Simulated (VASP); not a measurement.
Here is a VASP 6.6.1 calculation.

File INCAR:

```
SYSTEM = B
ALGO     = Normal         ! electronic algorithm
EDIFF    = 1E-6           ! SCF threshold, eV
EDIFFG   = -0.01          ! ionic threshold
ENCUT    = 600            ! plane-wave cutoff, eV
GGA      = PE             ! functional
IBRION   = 2              ! ionic algorithm
ISIF     = 3              ! what is computed and relaxed
ISMEAR   = 0              ! smearing method
LASPH    = .True.         ! aspherical terms in the spheres
LCHARG   = .False.        ! write CHGCAR
LREAL    = Auto         
LWAVE    = .False.        ! write WAVECAR
NELM     = 100            ! most SCF steps
NSW      = 100            ! ionic steps
PREC     = Accurate       ! precision mode
SIGMA    = 0.1            ! smearing width, eV
```

The input KPOINTS:

```
k-points
0
Gamma
  18 18 2
  0 0 0
```

POSCAR

```
B
1.0
    2.7299439928      0.0000000000      0.0000000000
   -1.3649719964      2.3642008487      0.0000000000
    0.0000000000      0.0000000000     19.1626092043
B
16
Direct
    0.3333333333      0.6666666667      0.8141176940
    0.0000000000      0.0000000000      0.6751762488
    0.6666666667      0.3333333333      0.3708386841
    0.6666666667      0.3333333333      0.5434039658
    0.0000000000      0.0000000000      0.4102155617
    0.3333333333      0.6666666667      0.0989550888
    0.0000000000      0.0000000000      0.2380836828
    0.6666666667      0.3333333333      0.9565472829
    0.6666666667      0.3333333333      0.0434527171
    0.6666666667      0.3333333333      0.6291613159
    0.3333333333      0.6666666667      0.9010449112
    0.0000000000      0.0000000000      0.3248237512
    0.0000000000      0.0000000000      0.7619163172
    0.0000000000      0.0000000000      0.5897844383
    0.3333333333      0.6666666667      0.1858823060
    0.6666666667      0.3333333333      0.4565960342
```

Potentials or basis: VASP PAW PBE potentials, release 64 (B).

Launch:

```bash
$ cat potpaw_PBE.64/B/POTCAR > POTCAR
$ mpirun -np 1 vasp_std > vasp.out
```

(1) What does it give for the relaxed volume?

(2) Estimate the relaxed cell.

(3) Predict the space group after relaxing (to 0.05 Å).

Answers

(1) 7.70 Å³/atom.

(2) a = 2.721 Å, b = 2.721 Å, c = 19.222 Å, α = 90.00°, β = 90.00°, γ = 120.00°.

(3) P-6m2 (No. 187).
